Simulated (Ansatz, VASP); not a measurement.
# Ga: VASP beside Ansatz

File INCAR:

```
SYSTEM = Ga
ALGO = Fast ; EDIFF = 1E-6
ENCUT = 520 ; GGA = PS
ISIF = 2 ; ISMEAR = 0
LASPH = .True. ; LCHARG = .True.
LELF = .True. ; LREAL = .False.
LVHAR = .True. ; LWAVE = .False.
NBANDS = 12 ; NELM = 80
PREC = Accurate ; SIGMA = 0.15
```

Contents of KPOINTS:

```
k-points
0
Gamma
  24 24 24
  0 0 0
```

The input POSCAR:

```
Ga
1.0
   -1.3829400000      1.3829400000      2.1621300000
    1.3829400000     -1.3829400000      2.1621300000
    1.3829400000      1.3829400000     -2.1621300000
Ga
1
Direct
    0.0000000000      0.0000000000      0.0000000000
```

Input for Ansatz:

```yaml
crystal:
  lattice:
    - [-1.38294, 1.38294, 2.16213]
    - [1.38294, -1.38294, 2.16213]
    - [1.38294, 1.38294, -2.16213]
  atoms:
    - { symbol: Ga, position: [0.0, 0.0, 0.0] }
basis:
  ecutwfc: 420
kpoints:
  mp_grid: { grid: [24, 24, 24] }
hamiltonian:
  xc: pbesol
scf:
  occupations: { method: gaussian, width: 0.15 }
output:
  forces: true
  stress: true
  eigenvalues: true
```

Change from the starting cell: strain -0.015 along x and y, -0.030 along z, atoms carried along.

Alike in both runs: task single point; functional PBEsol; k mesh 24 × 24 × 24; occupations gaussian, width 0.15 eV; no spin polarisation.

|  | VASP | Ansatz |
| --- | --- | --- |
| version | VASP 6.6.1 | Ansatz 0.2.0 |
| potentials or method | VASP PAW PBE potentials, release 64 (Ga_d), cutoff 520 eV | scalar-relativistic, plane waves, PAW |
| valence electrons in the cell | 13 | 13 |

```tsv
	VASP	Ansatz	Ansatz less VASP
gap on the k mesh at the Fermi level (eV)	none	none	-
pressure (GPa)	4.9	4.8	-0.13
traceless stress, the component that is largest in VASP (GPa)	-0.07	-0.06	+0.012
```

VASP's potentials were made for PBE, not for PBEsol. A gap of «none» marks a metal or a gap that the smearing closes.
